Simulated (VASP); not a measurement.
# Rb (Fm-3m) in VASP: further runs, part 3 of 3

VASP 6.6.1.

## 5. Single point, r2SCAN

This run uses another cell than the first one, of 96.45 Å³/atom, 1.064 times its volume.

File POSCAR:

```
Rb
1.0
    0.0000000000      3.6398850000      3.6398850000
    3.6398850000      0.0000000000      3.6398850000
    3.6398850000      3.6398850000      0.0000000000
Rb
1
Direct
    0.0000000000      0.0000000000      0.0000000000
```

File INCAR.step1:

```
SYSTEM = Rb
ALGO = Normal
EDIFF = 1E-4
ENCUT = 520
GGA = PE
ISMEAR = 0
LASPH = .TRUE.
LCHARG = .FALSE.
LREAL = .FALSE.
LWAVE = .TRUE.
NBANDS = 10
NELM = 60
PREC = Accurate
SIGMA = 0.15
```

File INCAR.step2:

```
SYSTEM = Rb
ALGO = Normal
EDIFF = 1E-6
ENCUT = 520
ISIF = 2
ISMEAR = 0
ISTART = 1
LASPH = .TRUE.
LCHARG = .FALSE.
LMIXTAU = .TRUE.
LREAL = .FALSE.
LWAVE = .FALSE.
METAGGA = R2SCAN
NBANDS = 10
NELM = 60
PREC = Accurate
SIGMA = 0.15
```

File KPOINTS:

```
k-points
0
G
  6 6 6
  0 0 0
```

Potentials or basis: VASP PAW PBE potentials, release 64 (Rb_sv).

Launch:

```
$ cat potpaw_PBE.64/Rb_sv/POTCAR > POTCAR
$ cp INCAR.step1 INCAR
$ mpirun -np 1 vasp_std > vasp.out
$ cp INCAR.step2 INCAR
$ mpirun -np 1 vasp_std > vasp.out
```

OUTCAR:

```text
SYSTEM = Rb
   EDIFF = 1E-6
   ENCUT = 520
   ISIF = 2
   ISMEAR = 0
   ISTART = 1
   LASPH = .TRUE.
   LREAL = .FALSE.
   METAGGA = R2SCAN
   NELM = 60
   PREC = Accurate

 ion  position               nearest neighbor table
   1  0.000  0.000  0.000-

  LATTYP: Found a face centered cubic cell.
 ALAT       =     7.2797700000

  Lattice vectors:

 A1 = (   0.0000000000,   3.6398850000,   3.6398850000)
 A2 = (   3.6398850000,   0.0000000000,   3.6398850000)
 A3 = (   3.6398850000,   3.6398850000,   0.0000000000)

Analysis of symmetry for initial positions (statically):
=====================================================================
 Subroutine PRICEL returns:
 Original cell was already a primitive cell.

 Routine SETGRP: Setting up the symmetry group for a
 face centered cubic supercell.

 Subroutine GETGRP returns: Found 48 space group operations
 (whereof 48 operations were pure point group operations)
 out of a pool of 48 trial point group operations.

The static configuration has the point symmetry O_h .

Analysis of symmetry for dynamics (positions and initial velocities):
=====================================================================
 Subroutine PRICEL returns:
 Original cell was already a primitive cell.

 Routine SETGRP: Setting up the symmetry group for a
 face centered cubic supercell.

 Subroutine GETGRP returns: Found 48 space group operations
 (whereof 48 operations were pure point group operations)
 out of a pool of 48 trial point group operations.

The dynamic configuration has the point symmetry O_h .

 Subroutine INISYM returns: Found 48 space group operations
 (whereof 48 operations are pure point group operations),
 and found     1 'primitive' translations

----------------------------------------------------------------------------------------

                                     Primitive cell

  volume of cell :      96.4479

  direct lattice vectors                    reciprocal lattice vectors
     0.000000000  3.639885000  3.639885000    -0.137366977  0.137366977  0.137366977
     3.639885000  0.000000000  3.639885000     0.137366977 -0.137366977  0.137366977
     3.639885000  3.639885000  0.000000000     0.137366977  0.137366977 -0.137366977

  length of vectors
     5.147574732  5.147574732  5.147574732     0.237926584  0.237926584  0.237926584

  position of ions in fractional coordinates (direct lattice)
     0.000000000  0.000000000  0.000000000

  ion indices of the primitive-cell ions
   primitive index   ion index
                 1           1

----------------------------------------------------------------------------------------

 KPOINTS: k-points

Automatic generation of k-mesh.
 Grid dimensions read from file:
 generate k-points for:    6    6    6

 Generating k-lattice:

  Cartesian coordinates                     Fractional coordinates (reciprocal lattice)
    -0.022894496  0.022894496  0.022894496     0.166666667  0.000000000  0.000000000
     0.022894496 -0.022894496  0.022894496     0.000000000  0.166666667  0.000000000
     0.022894496  0.022894496 -0.022894496     0.000000000  0.000000000  0.166666667

  Length of vectors
     0.039654431  0.039654431  0.039654431

  Shift w.r.t. Gamma in fractional coordinates (k-lattice)
     0.000000000  0.000000000  0.000000000

 Subroutine IBZKPT returns following result:
 ===========================================

 Found     16 irreducible k-points:

 Following reciprocal coordinates:
            Coordinates               Weight
  0.000000  0.000000  0.000000      1.000000
  0.166667  0.000000  0.000000      8.000000
  0.333333  0.000000  0.000000      8.000000
  0.500000  0.000000  0.000000      4.000000
  0.166667  0.166667  0.000000      6.000000
  0.333333  0.166667  0.000000     24.000000
[... 8 lines left out ...]
 -0.333333  0.333333  0.166667     24.000000
 -0.333333  0.500000  0.166667     12.000000
   k-points           NKPTS =     16   k-points in BZ     NKDIM =     16   number of bands    NBANDS=     10
   number of dos      NEDOS =    301   number of ions     NIONS =      1
   total plane-waves  NPLWV =  64000
   dimension x,y,z NGX =    40 NGY =   40 NGZ =   40
   dimension x,y,z NGXF=    80 NGYF=   80 NGZF=   80
   ions per type =               1
   NGX,Y,Z   is equivalent  to a cutoff of  12.92, 12.92, 12.92 a.u.
   NGXF,Y,Z  is equivalent  to a cutoff of  25.84, 25.84, 25.84 a.u.
 SYSTEM =  Rb
   PREC   = accura    normal or accurate (medium, high low for compatibility)
   ISTART =      1    job   : 0-new  1-cont  2-samecut
   ICHARG =      0    charge: 1-file 2-atom 10-const
   ISPIN  =      1    spin polarized calculation?
   LNONCOLLINEAR =      F non collinear calculations
   LSORBIT =      F    spin-orbit coupling
   LASPH  =      T    aspherical Exc in radial PAW
   ENCUT  =  520.0 eV  38.22 Ry    6.18 a.u.   9.57  9.57  9.57*2*pi/ulx,y,z
   NELM   =     60;   NELMIN=  2; NELMDL=  0     # of ELM steps
   EDIFF  = 0.1E-05   stopping-criterion for ELM
   LREAL  =      F    real-space projection
   EDIFFG = 0.1E-04   stopping-criterion for IOM
   NSW    =      0    number of steps for IOM
   IBRION =     -1    ionic relax: 0-MD 1-quasi-New 2-CG
   NFREE  =      0    steps in history (QN), initial steepest desc. (CG)
   ISIF   =      2    stress and relaxation
   ISYM   =      2    0-nonsym 1-usesym 2-fastsym
   POTIM  = 0.5000    time-step for ionic-motion
   TEBEG  =    0.0;   TEEND  =   0.0 temperature during run
   PSTRESS=    0.0 pullay stress
   NELECT =       9.0000    total number of electrons
   NUPDOWN=      -1.0000    fix difference up-down
   EMIN   =  10.00;   EMAX   =-10.00  energy-range for DOS
   EFERMI =   0.00;   METHOD = LEGACY
   ISMEAR =     0;   SIGMA  =   0.15  broadening in eV -4-tet -1-fermi 0-gaus
   EFERMI_NEDOS =   21; number of points for ismear=-14 and -15
   IALGO  =     38    algorithm
   IMIX   =      4    mixing-type and parameters
     AMIX     =   0.40;   BMIX     =  1.00
     AMIX_MAG =   1.60;   BMIX_MAG =  1.00
  volume/ion in A,a.u.               =      96.45       650.86
  Fermi-wavevector in a.u.,A,eV,Ry     =   0.742548  1.403213  7.501952  0.551378
  Thomas-Fermi vector in A             =   1.837453
   LORBIT       =      0    0 simple, 1 ext, 2 COOP (PROOUT), +10 PAW based schemes
   METAGGA = R2SCAN    functional components
   LHFCALC =     F    Hartree Fock is set to
   AEXX    =    0.0000 exact exchange contribution
   IVDW    =     0    specifies the selected vdW correction
   LEPSILON=     F    determine dielectric tensor
   LRPA    =     F    only Hartree local field effects (RPA)
 non-spin polarized calculation
 Gauss-broadening in eV      SIGMA  =   0.15
  energy-cutoff  :      520.00
  volume of cell :       96.45
 maximum number of plane-waves:      2637
 NGX is ok and might be reduce to    40
   NGX = 19   NGY = 19   NGZ = 19

 number of electron       9.0000000 magnetization

 Free energy of the ion-electron system (eV)
  ---------------------------------------------------
  ext. energy  EPLUGINS =         0.00000000
  ---------------------------------------------------
  free energy    TOTEN  =       -13.91570814 eV

  energy without entropy =      -13.90620154  energy(sigma->0) =      -13.91095484

 E-fermi :  -0.1068     XC(G=0):  -5.5838

 val. band max:       -0.2026955245   @ k =   0.5000   0.3333   0.1667
 cond. band min:       0.1154016214   @ k =   0.5000   0.1667   0.0000
 fundamental gap:      0.3180971459
 Fermi energy:        -0.1067539644

 k-point     1 :       0.0000    0.0000    0.0000
  band No.  band energies     occupation
      1     -30.1637      2.00000
      2     -13.6583      2.00000
      3     -13.6583      2.00000
      4     -13.6583      2.00000
      5      -2.0801      2.00000
      6       3.8964      0.00000
      7       3.8964      0.00000
      8       3.8964      0.00000
      9       5.3014      0.00000
     10       5.3014      0.00000
[... 183 lines left out ...]
 k-point    16 :      -0.3333    0.5000    0.1667
  band No.  band energies     occupation
      1     -30.1595      2.00000
      2     -13.7218      2.00000
      3     -13.6987      2.00000
      4     -13.6877      2.00000
      5       0.9926      0.00000
      6       1.4012      0.00000
      7       1.7088      0.00000
      8       3.1369      0.00000
      9       5.2514      0.00000
     10       5.9523      0.00000

------------------------ aborting loop because EDIFF is reached ----------------------------------------

  FORCE on cell =-STRESS in cart. coord.  units (eV):
  Direction    XX          YY          ZZ          XY          YZ          ZX
  --------------------------------------------------------------------------------------
  -------------------------------------------------------------------------------------
  Total       -0.0070326     -0.0070326     -0.0070326      0.0000000      0.0000000     -0.0000000
  in kB       -0.1168250     -0.1168250     -0.1168250      0.0000000      0.0000000     -0.0000000
  external PRESSURE =      -0.1168250 kB  Pullay stress =       0.0000000 kB

 VOLUME and BASIS-vectors are now :
 -----------------------------------------------------------------------------
  energy-cutoff  :      520.00
  volume of cell :       96.45
      direct lattice vectors                 reciprocal lattice vectors
     0.000000000  3.639885000  3.639885000    -0.137366977  0.137366977  0.137366977
     3.639885000  0.000000000  3.639885000     0.137366977 -0.137366977  0.137366977
     3.639885000  3.639885000  0.000000000     0.137366977  0.137366977 -0.137366977

 POSITION                                       TOTAL-FORCE (eV/Angst)
 -----------------------------------------------------------------------------------
      0.00000      0.00000      0.00000        -0.000000     -0.000000     -0.000000
 -----------------------------------------------------------------------------------
    total drift:                               -0.000000     -0.000000     -0.000000

  FREE ENERGIE OF THE ION-ELECTRON SYSTEM (eV)
  ---------------------------------------------------
  free  energy   TOTEN  =       -13.9157081387 eV

  energy  without entropy=      -13.9062015404  energy(sigma->0) =      -13.91095484
```

OSZICAR.step1:

```text
N       E                     dE             d eps       ncg     rms          rms(c)
DAV:   1     0.434323066319E+02    0.43432E+02   -0.34232E+03   320   0.666E+02
DAV:   2     0.215404427495E+01   -0.41278E+02   -0.40281E+02   354   0.123E+02
DAV:   3    -0.814084389641E+00   -0.29681E+01   -0.29485E+01   426   0.338E+01
DAV:   4    -0.928747976987E+00   -0.11466E+00   -0.11442E+00   460   0.579E+00
DAV:   5    -0.930305408671E+00   -0.15574E-02   -0.15574E-02   422   0.654E-01    0.116E+00
DAV:   6    -0.931072837786E+00   -0.76743E-03   -0.18056E-03   436   0.246E-01    0.694E-01
DAV:   7    -0.932049046281E+00   -0.97621E-03   -0.27693E-03   370   0.308E-01    0.436E-02
DAV:   8    -0.932164538865E+00   -0.11549E-03   -0.10293E-04   372   0.800E-02    0.225E-02
DAV:   9    -0.932177750497E+00   -0.13212E-04   -0.12574E-05   218   0.288E-02
   1 F= -.93217775E+00 E0= -.92650525E+00  d E =-.113450E-01
```

Run time: 76 s. Hardware: 1 thread of Intel Xeon 6975P-C, shared host; peak memory 0.26 GiB.

What came out:

| Quantity | Value |
| --- | --- |
| Free energy | -13.9157 eV |
| Pressure | 0.0 GPa |

Levels at points of the mesh, in eV from the Fermi level:
| k point | band 3 | band 4 | band 5 | band 6 | band 7 | band 8 |
| --- | --- | --- | --- | --- | --- | --- |
| (0.00, 0.00, 0.00) | -13.55 | -13.55 | -1.97 | 4.00 | 4.00 | 4.00 |
| (0.50, 0.00, 0.00) | -13.56 | -13.56 | 0.31 | 0.59 | 3.76 | 3.76 |
| (0.50, 0.50, 0.00) | -13.58 | -13.58 | 0.78 | 1.40 | 2.06 | 4.73 |

Caveat: the PAW data sets were made with another functional, which shifts forces and pressure a little.

## 6. Single point, r2SCAN

This run uses another cell than the first one, of 102.23 Å³/atom, 1.128 times its volume.

File POSCAR:

```
Rb
1.0
    0.0000000000      3.7112734181      3.7112734181
    3.7112734181      0.0000000000      3.7112734181
    3.7112734181      3.7112734181      0.0000000000
Rb
1
Direct
    0.0000000000      0.0000000000      0.0000000000
```

File INCAR.step1:

```
SYSTEM = Rb
PREC = Accurate
ENCUT = 520
ISMEAR = 0
SIGMA = 0.15
LREAL = .False.
LASPH = .True.
NELM = 60
NBANDS = 10
GGA = PE
ALGO = Normal
EDIFF = 1E-4
LWAVE = .True.
LCHARG = .False.
```

File INCAR.step2:

```
SYSTEM = Rb
PREC = Accurate
ENCUT = 520
EDIFF = 1E-7
ISMEAR = 0
SIGMA = 0.15
LREAL = .False.
LASPH = .True.
NELM = 60
ALGO = Normal
ISIF = 2
LWAVE = .False.
LCHARG = .False.
METAGGA = R2SCAN
LMIXTAU = .True.
NBANDS = 10
ISTART = 1
```

File KPOINTS:

```
Automatic mesh
0
Gamma
  6 6 6
  0 0 0
```

Potentials or basis: VASP PAW PBE potentials, release 64 (Rb_sv).

Launch:

```
$ cat potpaw_PBE.64/Rb_sv/POTCAR > POTCAR
$ cp INCAR.step1 INCAR
$ mpirun -np 1 vasp_std > vasp.out
$ cp INCAR.step2 INCAR
$ mpirun -np 1 vasp_std > vasp.out
```

Run time: 71 s. Hardware: 1 thread of Intel Xeon 6975P-C, shared host; peak memory 0.25 GiB.

It converged, with:

* Free energy: -13.9127 eV
* Pressure: -0.1 GPa

Levels at points of the mesh, in eV from the Fermi level:
```tsv
k point	band 3	band 4	band 5	band 6	band 7	band 8
(0.00, 0.00, 0.00)	-13.59	-13.59	-1.90	3.95	3.95	3.95
(0.50, 0.00, 0.00)	-13.60	-13.60	0.32	0.56	3.72	3.72
(0.50, 0.50, 0.00)	-13.62	-13.62	0.80	1.33	2.08	4.55
```

Caveat: the PAW data sets were made with another functional, which shifts forces and pressure a little.

## 7. The runs side by side

| cell | gap on the mesh (eV) | pressure (GPa) |
| --- | --- | --- |
| a = 5.042 Å, angles 60.0°, 1 atom | none | 0.2 |
| a = 5.078 Å, angles 60.0°, 1 atom | none | 0.1 |
| a = 5.113 Å, angles 60.0°, 1 atom | none | 0.0 |
| a = 5.148 Å, angles 60.0°, 1 atom | none | 0.0 |
| a = 5.249 Å, angles 60.0°, 1 atom | none | -0.1 |

Alike in all rows: task single point; level r2SCAN; potentials or basis VASP PAW PBE potentials, release 64 (Rb_sv); no spin polarisation; k mesh 6 × 6 × 6; cutoff (eV) 520; smearing gaussian 0.15 eV.

Caveats: the PAW data sets were made with another functional, which shifts forces and pressure a little.

Total energies depend on the potentials used, so only differences within one code and one set of settings carry meaning.
